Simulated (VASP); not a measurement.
# TaN (P6_3mc) in VASP: single point with LDA

Aim: the single point of TaN with LDA.

All numbers are computed with VASP 6.6.1; they aren't measurements. Logs are shortened: lines on timing, memory, paths and dates and some standing lists are left out, and cuts for length are marked.

## (1) The cell of the first run

It takes space group P6_3mc (No. 186, hexagonal). The conventional cell has a = 3.090 Å, b = 3.090 Å, c = 5.005 Å, α = 90.00°, β = 90.00°, γ = 120.00°. Within 2.5 Å of Ta (site symmetry 3m) lie 4 N at 1.87 to 1.93 Å. Within 2.5 Å of N (site symmetry 3m) lie 4 Ta at 1.87 to 1.93 Å.

## (2) Single point, LDA (volume scaled by 1.04)

Contents of INCAR:

```
PREC     = Accurate       # precision mode
ENCUT    = 520            # plane-wave cutoff, eV
EDIFF    = 1E-6           # SCF threshold, eV
ISMEAR   = -1             # smearing method
SIGMA    = 0.03           # smearing width, eV
LREAL    = F              # projectors in reciprocal space
LASPH    = T              # aspherical terms in the spheres
NELM     = 100            # most SCF steps
ALGO     = Normal         # electronic algorithm
ISIF     = 2              # what is computed and relaxed
LWAVE    = F              # write WAVECAR
LCHARG   = T              # write CHGCAR
LELF     = T              # ELF
LVHAR    = T            
NBANDS   = 24             # bands
```

Contents of KPOINTS:

```
Automatic mesh
0
Gamma
  9 9 5
```

Contents of POSCAR:

```
TaN
1.0
    3.0901372865      0.0000000000      0.0000000000
   -1.5450686433      2.6761373914      0.0000000000
    0.0000000000      0.0000000000      5.0050074549
Ta N
2 2
Direct
    0.3333333333      0.6666666667      0.0000000000
    0.6666666667      0.3333333333      0.5000000000
    0.3333333333      0.6666666667      0.3850000000
    0.6666666667      0.3333333333      0.8850000000
```

Potentials or basis: VASP PAW LDA potentials, release 64 (Ta_pv, N).

Run with:

```
cat potpaw_LDA.64/Ta_pv/POTCAR potpaw_LDA.64/N/POTCAR > POTCAR
mpirun -np 1 vasp_std > vasp.out
```

OUTCAR:

```text
PREC = Accurate
   ENCUT = 520
   EDIFF = 1E-6
   ISMEAR = -1
   LREAL = F
   LASPH = T
   NELM = 100
   ISIF = 2

 ion  position               nearest neighbor table
   1  0.333  0.667  0.000-   4 1.87   4 1.87   4 1.87   3 1.93   2 3.07   2 3.07   2 3.07   2 3.07
                             2 3.07   2 3.07
   2  0.667  0.333  0.500-   3 1.87   3 1.87   3 1.87   4 1.93   1 3.07   1 3.07   1 3.07   1 3.07
                             1 3.07   1 3.07
   3  0.333  0.667  0.385-   2 1.87   2 1.87   2 1.87   1 1.93
   4  0.667  0.333  0.885-   1 1.87   1 1.87   1 1.87   2 1.93

  LATTYP: Found a hexagonal cell.
 ALAT       =     3.0901372865
 C/A-ratio  =     1.6196715521

  Lattice vectors:

 A1 = (   3.0901372865,   0.0000000000,   0.0000000000)
 A2 = (  -1.5450686433,   2.6761373914,   0.0000000000)
 A3 = (   0.0000000000,   0.0000000000,   5.0050074549)

Analysis of symmetry for initial positions (statically):
=====================================================================
 Subroutine PRICEL returns:
 Original cell was already a primitive cell.

 Routine SETGRP: Setting up the symmetry group for a
 hexagonal supercell.

 Subroutine GETGRP returns: Found 12 space group operations
 (whereof  6 operations were pure point group operations)
 out of a pool of 24 trial point group operations.

The static configuration has the point symmetry C_3v.
 The point group associated with its full space group is C_6v.

Analysis of symmetry for dynamics (positions and initial velocities):
=====================================================================
 Subroutine PRICEL returns:
 Original cell was already a primitive cell.

 Routine SETGRP: Setting up the symmetry group for a
 hexagonal supercell.

 Subroutine GETGRP returns: Found 12 space group operations
 (whereof  6 operations were pure point group operations)
 out of a pool of 24 trial point group operations.

The dynamic configuration has the point symmetry C_3v.
 The point group associated with its full space group is C_6v.

 Subroutine INISYM returns: Found 12 space group operations
 (whereof  6 operations are pure point group operations),
 and found     1 'primitive' translations

----------------------------------------------------------------------------------------

                                     Primitive cell

  volume of cell :      41.3896

  direct lattice vectors                    reciprocal lattice vectors
     3.090137287  0.000000000  0.000000000     0.323610218  0.186836446  0.000000000
    -1.545068643  2.676137391  0.000000000     0.000000000  0.373672893  0.000000000
     0.000000000  0.000000000  5.005007455     0.000000000  0.000000000  0.199799902

  length of vectors
     3.090137287  3.090137287  5.005007455     0.373672893  0.373672893  0.199799902

  position of ions in fractional coordinates (direct lattice)
     0.333333333  0.666666667  0.000000000
     0.666666667  0.333333333  0.500000000
     0.333333333  0.666666667  0.385000000
     0.666666667  0.333333333  0.885000000

  ion indices of the primitive-cell ions
   primitive index   ion index
                 1           1
                 2           2
                 3           3
                 4           4

----------------------------------------------------------------------------------------

 KPOINTS: Automatic mesh

Automatic generation of k-mesh.
 Grid dimensions read from file:
 generate k-points for:    9    9    5

 Generating k-lattice:

  Cartesian coordinates                     Fractional coordinates (reciprocal lattice)
     0.035956691  0.020759605  0.000000000     0.111111111  0.000000000  0.000000000
     0.000000000  0.041519210  0.000000000     0.000000000  0.111111111  0.000000000
     0.000000000  0.000000000  0.039959980     0.000000000  0.000000000  0.200000000

  Length of vectors
     0.041519210  0.041519210  0.039959980

  Shift w.r.t. Gamma in fractional coordinates (k-lattice)
     0.000000000  0.000000000  0.000000000

 Subroutine IBZKPT returns following result:
 ===========================================

 Found     36 irreducible k-points:

 Following reciprocal coordinates:
            Coordinates               Weight
  0.000000  0.000000  0.000000      1.000000
  0.111111  0.000000  0.000000      6.000000
  0.222222  0.000000  0.000000      6.000000
  0.333333  0.000000  0.000000      6.000000
  0.444444  0.000000  0.000000      6.000000
  0.111111  0.111111  0.000000      6.000000
[... 16 lines left out ...]
  0.333333  0.222222  0.200000     24.000000
  0.333333  0.333333  0.200000      4.000000
 [... further k-points ...]
   k-points           NKPTS =     36   k-points in BZ     NKDIM =     36   number of bands    NBANDS=     24
   number of dos      NEDOS =    301   number of ions     NIONS =      4
   total plane-waves  NPLWV =  23040
   dimension x,y,z NGX =    24 NGY =   24 NGZ =   40
   dimension x,y,z NGXF=    48 NGYF=   48 NGZF=   80
   ions per type =               2   2
   NGX,Y,Z   is equivalent  to a cutoff of  12.91, 12.91, 13.29 a.u.
   NGXF,Y,Z  is equivalent  to a cutoff of  25.82, 25.82, 26.57 a.u.
 SYSTEM =  unknown system
   PREC   = accura    normal or accurate (medium, high low for compatibility)
   ISTART =      0    job   : 0-new  1-cont  2-samecut
   ICHARG =      2    charge: 1-file 2-atom 10-const
   ISPIN  =      1    spin polarized calculation?
   LNONCOLLINEAR =      F non collinear calculations
   LSORBIT =      F    spin-orbit coupling
   LASPH  =      T    aspherical Exc in radial PAW
   ENCUT  =  520.0 eV  38.22 Ry    6.18 a.u.   5.75  5.75  9.31*2*pi/ulx,y,z
   NELM   =    100;   NELMIN=  2; NELMDL= -5     # of ELM steps
   EDIFF  = 0.1E-05   stopping-criterion for ELM
   LREAL  =      F    real-space projection
   EDIFFG = 0.1E-04   stopping-criterion for IOM
   NSW    =      0    number of steps for IOM
   IBRION =     -1    ionic relax: 0-MD 1-quasi-New 2-CG
   NFREE  =      0    steps in history (QN), initial steepest desc. (CG)
   ISIF   =      2    stress and relaxation
   ISYM   =      2    0-nonsym 1-usesym 2-fastsym
   POTIM  = 0.5000    time-step for ionic-motion
   TEBEG  =    0.0;   TEEND  =   0.0 temperature during run
   PSTRESS=    0.0 pullay stress
   NELECT =      32.0000    total number of electrons
   NUPDOWN=      -1.0000    fix difference up-down
   EMIN   =  10.00;   EMAX   =-10.00  energy-range for DOS
   EFERMI =   0.00;   METHOD = LEGACY
   ISMEAR =    -1;   SIGMA  =   0.03  broadening in eV -4-tet -1-fermi 0-gaus
   EFERMI_NEDOS =   21; number of points for ismear=-14 and -15
   IALGO  =     38    algorithm
   IMIX   =      4    mixing-type and parameters
     AMIX     =   0.40;   BMIX     =  1.00
     AMIX_MAG =   1.60;   BMIX_MAG =  1.00
  volume/ion in A,a.u.               =      10.35        69.83
  Fermi-wavevector in a.u.,A,eV,Ry     =   1.502546  2.839401 30.717129  2.257645
  Thomas-Fermi vector in A             =   2.613773
   LORBIT       =      0    0 simple, 1 ext, 2 COOP (PROOUT), +10 PAW based schemes
   GGA     = CA    functional components
   LHFCALC =     F    Hartree Fock is set to
   AEXX    =    0.0000 exact exchange contribution
   IVDW    =     0    specifies the selected vdW correction
   LEPSILON=     F    determine dielectric tensor
   LRPA    =     F    only Hartree local field effects (RPA)
 non-spin polarized calculation
  energy-cutoff  :      520.00
  volume of cell :       41.39
 maximum number of plane-waves:      1128
 NGX is ok and might be reduce to    24
   NGX = 11   NGY = 11   NGZ = 19

 number of electron      32.0000003 magnetization

 Free energy of the ion-electron system (eV)
  ---------------------------------------------------
  ext. energy  EPLUGINS =         0.00000000
  ---------------------------------------------------
  free energy    TOTEN  =       -44.08552063 eV

  energy without entropy =      -44.07848172  energy(sigma->0) =      -44.08200118

 E-fermi :   9.2151     XC(G=0): -13.5539

 val. band max:        9.2000179608   @ k =   0.2222   0.0000   0.0000
 cond. band min:       9.2231179119   @ k =   0.3333   0.0000   0.2000
 fundamental gap:      0.0230999511
 Fermi energy:         9.2150835983

 k-point     1 :       0.0000    0.0000    0.0000
  band No.  band energies     occupation
      1     -26.6313      2.00000
      2     -25.6602      2.00000
      3     -25.6602      2.00000
      4     -25.4903      2.00000
      5     -25.4903      2.00000
      6     -25.4343      2.00000
[... 16 lines left out ...]
     23      15.5915      0.00000
     24      15.5915      0.00000

 k-point     2 :       0.1111    0.0000    0.0000
  band No.  band energies     occupation
      1     -26.5924      2.00000
      2     -25.7700      2.00000
      3     -25.6924      2.00000
      4     -25.6147      2.00000
      5     -25.5087      2.00000
      6     -25.4527      2.00000
[... 16 lines left out ...]
     23      15.5864      0.00000
     24      16.1401      0.00000

 k-point     3 :       0.2222    0.0000    0.0000
  band No.  band energies     occupation
      1     -26.4938      2.00000
      2     -26.0329      2.00000
      3     -25.9106      2.00000
      4     -25.7709      2.00000
      5     -25.5570      2.00000
      6     -25.5084      2.00000
[... 16 lines left out ...]
     23      16.0657      0.00000
     24      17.1895      0.00000

 k-point     4 :       0.3333    0.0000    0.0000
  band No.  band energies     occupation
      1     -26.4657      2.00000
      2     -26.2581      2.00000
      3     -26.1721      2.00000
      4     -25.8564      2.00000
      5     -25.6137      2.00000
      6     -25.5988      2.00000
[... 16 lines left out ...]
     23      15.7656      0.00000
     24      17.0340      0.00000

 k-point     5 :       0.4444    0.0000    0.0000
  band No.  band energies     occupation
      1     -26.6023      2.00000
      2     -26.4272      2.00000
      3     -26.1099      2.00000
      4     -25.9104      2.00000
      5     -25.6946      2.00000
      6     -25.6511      2.00000
[... 451 lines left out ...]
 k-point    22 :       0.2222    0.2222    0.2000
  band No.  band energies     occupation
      1     -26.4905      2.00000
      2     -26.3781      2.00000
      3     -26.0006      2.00000
      4     -25.9859      2.00000
      5     -25.7831      2.00000
      6     -25.6366      2.00000
[... 16 lines left out ...]
     23      16.3328      0.00000
     24      17.0560      0.00000

 k-point    23 :       0.3333    0.2222    0.2000
  band No.  band energies     occupation
      1     -26.5358      2.00000
      2     -26.4545      2.00000
      3     -26.1231      2.00000
      4     -25.9173      2.00000
      5     -25.8695      2.00000
      6     -25.7109      2.00000
[... 16 lines left out ...]
     23      15.9857      0.00000
     24      16.4424      0.00000

 k-point    24 :       0.3333    0.3333    0.2000
  band No.  band energies     occupation
      1     -26.4592      2.00000
      2     -26.4592      2.00000
      3     -26.2411      2.00000
      4     -25.9766      2.00000
      5     -25.8000      2.00000
      6     -25.8000      2.00000
[... 16 lines left out ...]
     23      16.3971      0.00000
     24      16.3971      0.00000

 [... further k-points ...]
[... 5 lines left out ...]
  --------------------------------------------------------------------------------------
  -------------------------------------------------------------------------------------
  Total       26.6762744     26.6762744     21.1947413     -0.0000000     -0.0000000      0.0000000
  in kB     1032.6302658   1032.6302659    820.4418291     -0.0000000     -0.0000000      0.0000000
  external PRESSURE =     961.9007869 kB  Pullay stress =       0.0000000 kB

 VOLUME and BASIS-vectors are now :
 -----------------------------------------------------------------------------
  energy-cutoff  :      520.00
  volume of cell :       41.39
      direct lattice vectors                 reciprocal lattice vectors
     3.090137287  0.000000000  0.000000000     0.323610218  0.186836446  0.000000000
    -1.545068643  2.676137391  0.000000000     0.000000000  0.373672893  0.000000000
     0.000000000  0.000000000  5.005007455     0.000000000  0.000000000  0.199799902

 POSITION                                       TOTAL-FORCE (eV/Angst)
 -----------------------------------------------------------------------------------
     -0.00000      1.78409      0.00000         0.000000     -0.000000      2.136714
      1.54507      0.89205      2.50250        -0.000000      0.000000      2.136714
     -0.00000      1.78409      1.92693         0.000000      0.000000     -2.136714
      1.54507      0.89205      4.42943         0.000000     -0.000000     -2.136714
 -----------------------------------------------------------------------------------
    total drift:                               -0.000000      0.000000      0.000226

  FREE ENERGIE OF THE ION-ELECTRON SYSTEM (eV)
  ---------------------------------------------------
  free  energy   TOTEN  =       -44.0855206343 eV

  energy  without entropy=      -44.0784817188  energy(sigma->0) =      -44.08200118
```

It took 16 s on 1 thread of Intel Xeon Platinum 8488C (Sapphire Rapids), shared host; peak memory 0.16 GiB.

What came out:

```
Free energy            : -44.0855 eV
Pressure               : 96.2 GPa
Largest force          : 2.137 eV/Å
Band gap on the k mesh : zero (band 16 reaches 9.71 eV, above the bottom of band 17 at 7.62 eV)
```

Forces in eV/Å, atoms in the order of the input:
```
Ta   0.000  0.000  2.137
Ta   0.000  0.000  2.137
N    0.000  0.000 -2.137
N    0.000  0.000 -2.137
```

Stress tensor (GPa, compression positive):
```
103.26   0.00   0.00
  0.00 103.26   0.00
  0.00   0.00  82.04
```

Caveat: spin-orbit coupling is left out, which moves the levels of the heavy elements; forces of over 1 eV/Å act on the atoms, so gaps and moduli don't describe the material at rest.
